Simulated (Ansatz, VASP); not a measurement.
# Cu: VASP beside Ansatz

File INCAR:

```
ALGO = Fast ; EDIFF = 1E-7
ENCUT = 520 ; GGA = PS
ISIF = 2 ; ISMEAR = 0
LASPH = T ; LCHARG = F
LREAL = F ; LWAVE = F
NBANDS = 18 ; NELM = 100
PREC = Accurate ; SIGMA = 0.05
```

Contents of KPOINTS:

```
k-points
0
Gamma
  15 15 8
```

File POSCAR:

```
Cu
1.0
    2.5340966698      0.0000000000      0.0000000000
   -1.2670483349      2.1945920917      0.0000000000
    0.0000000000      0.0000000000      4.1125710000
Cu
2
Direct
    0.3333333300      0.6666666700      0.2500000000
    0.6666666700      0.3333333300      0.7500000000
```

Input for Ansatz:

```yaml
crystal:
  lattice:
    - [2.5340966698, 0.0, 0.0]
    - [-1.2670483349, 2.1945920917, 0.0]
    - [0.0, 0.0, 4.112571]
  atoms:
    - { symbol: Cu, position: [0.33333333, 0.66666667, 0.25] }
    - { symbol: Cu, position: [0.66666667, 0.33333333, 0.75] }
basis:
  ecutwfc: 500
  fft_grid_basis: typed
kpoints:
  mp_grid: { grid: [15, 15, 8] }
hamiltonian:
  xc: pbesol
  pseudopotentials: { kind: paw }
scf:
  occupations: { method: gaussian, width: 0.05 }
output:
  forces: true
  stress: true
  eigenvalues: true
  bader: true
  write_density: true
  volumetric_format: npy
  elf: true
```

Alike in both runs: task single point; functional PBEsol; k mesh 15 × 15 × 8; occupations gaussian, width 0.05 eV; no spin polarisation.

```csv
,VASP,Ansatz
version,VASP 6.6.1,Ansatz 0.2.0
potentials or method,"VASP PAW PBE potentials, release 64 (Cu), cutoff 520 eV","scalar-relativistic, plane waves, PAW"
valence electrons in the cell,22,38
```

|  | VASP | Ansatz | Ansatz less VASP |
| --- | --- | --- | --- |
| gap on the k mesh at the Fermi level (eV) | none | none | - |
| pressure (GPa) | -1.0 | -1.7 | -0.71 |
| traceless stress, the component that is largest in VASP (GPa) | 2.73 | 2.67 | -0.060 |

VASP's potentials were made for PBE, not for PBEsol. A gap of «none» marks a metal or a gap that the smearing closes. With one functional, cell and mesh, what is left measures potentials, basis and numerics. VASP's potentials hold 22 valence electrons a cell and Ansatz's 38, so a difference there can come from the potentials and not from the codes.
